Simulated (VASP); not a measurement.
Crystal: Ag2As.

```
Ag As
1.0
     4.83794    0.00000    0.00000
    -2.41897    4.18978    0.00000
     0.00000    0.00000    2.79673
Ag As
2 1
Direct
  0.33333 0.66667 0.50000
  0.66667 0.33333 0.50000
  0.00000 0.00000 0.00000
```

The cell was generated, and may not be a known phase.

* Program: VASP 6.6.1
* Task: relaxation of cell and atoms
* Functional: PBE
* Potentials or basis: VASP PAW PBE potentials, release 64 (Ag, As)
* Cutoff: 600 eV
* k mesh: 12 × 12 × 16
* Occupations: gaussian, width 0.1 eV
* Spin: no spin polarisation

At the start: pressure 0.6 GPa; volume 18.90 Å³/atom.

**Question.** Where does the relaxation end?

**Answer.** Over 5 steps the energy falls by 3.5 meV/atom and the volume is 18.97 Å³/atom (+0.4 %); space group P6/mmm (No. 191, to 0.1 Å) before and after.

Step by step:
| step | energy change (eV) | largest force (eV/Å) | pressure (GPa) | volume (Å³) |
| --- | --- | --- | --- | --- |
| 1 | 0.0000 | 0.0000 | 0.55 | 56.69 |
| 2 | -0.0095 | 0.0000 | -0.43 | 57.22 |
| 3 | -0.0097 | 0.0000 | -0.52 | 57.28 |
| 4 | -0.0103 | 0.0000 | 0.20 | 56.81 |
| 5 | -0.0104 | 0.0000 | 0.02 | 56.92 |

Final structure:
```cif
data_structure
_symmetry_space_group_name_H-M 'P 1'
_symmetry_Int_Tables_number 1
_cell_length_a 4.8041
_cell_length_b 4.8041
_cell_length_c 2.8480
_cell_angle_alpha 90.000
_cell_angle_beta 90.000
_cell_angle_gamma 120.000
_cell_volume 56.92
loop_
_atom_site_label
_atom_site_type_symbol
_atom_site_fract_x
_atom_site_fract_y
_atom_site_fract_z
_atom_site_occupancy
Ag1 Ag 0.33333 0.66667 0.50000 1
Ag2 Ag 0.66667 0.33333 0.50000 1
As1 As 0.00000 0.00000 0.00000 1
```
